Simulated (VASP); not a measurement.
Input of a VASP 6.6.1 run:

The input INCAR:

```
ALGO = Normal ; EDIFF = 1E-7
EDIFFG = -0.04 ; ENCUT = 600
GGA = PE ; IBRION = 2
ISIF = 3 ; ISMEAR = 0
LASPH = True ; LCHARG = False
LREAL = False ; LWAVE = False
NELM = 60 ; NSW = 90
PREC = Accurate ; SIGMA = 0.1
```

The input KPOINTS:

```
k-points
0
Gamma
  6 6 2
```

File POSCAR:

```
Hf3AlN4
1.0
    3.4453365000      0.0000000000      0.0000000000
    0.0000000000      3.4453365000      0.0000000000
    0.0000000000      0.0000000000      9.7448832200
Hf Al N
3 1 4
Direct
    0.5000000000      0.5000000000      0.2500000000
    0.0000000000      0.0000000000      0.5000000000
    0.5000000000      0.5000000000      0.7500000000
    0.0000000000      0.0000000000      0.0000000000
    0.0000000000      0.0000000000      0.2500000000
    0.5000000000      0.5000000000      0.5000000000
    0.0000000000      0.0000000000      0.7500000000
    0.5000000000      0.5000000000      0.0000000000
```

Potentials or basis: VASP PAW PBE potentials, release 64 (Hf_pv, Al, N).

Command:

```sh
$ cat potpaw_PBE.64/Hf_pv/POTCAR potpaw_PBE.64/Al/POTCAR potpaw_PBE.64/N/POTCAR > POTCAR
$ mpirun -np 1 vasp_std > vasp.out
```

Predict the band gap on the k mesh.

zero (an odd number of electrons rules out a gap without spin polarisation).

What does it give for the relaxed cell?

a = 3.161 Å, b = 3.161 Å, c = 8.858 Å, α = 90.00°, β = 90.00°, γ = 90.00°.

Predict the space group after relaxing (to 0.1 Å).

P4/mmm (No. 123).

Predict the relaxed volume.

11.06 Å³/atom.

Forces in eV/Å, atoms in the order of the input:
```
Hf   0.000  0.000 -0.004
Hf   0.000  0.000  0.000
Hf   0.000  0.000  0.004
Al   0.000  0.000  0.000
N    0.000  0.000 -0.026
N    0.000  0.000  0.000
N    0.000  0.000  0.026
N    0.000  0.000  0.000
```

Caveat: the volume moved by over 15 % at a fixed basis, so the end points are rough; spin-orbit coupling is left out, which moves the levels of the heavy elements; an odd number of electrons without spin polarisation forces a metal; a magnetic or distorted state may lie lower.
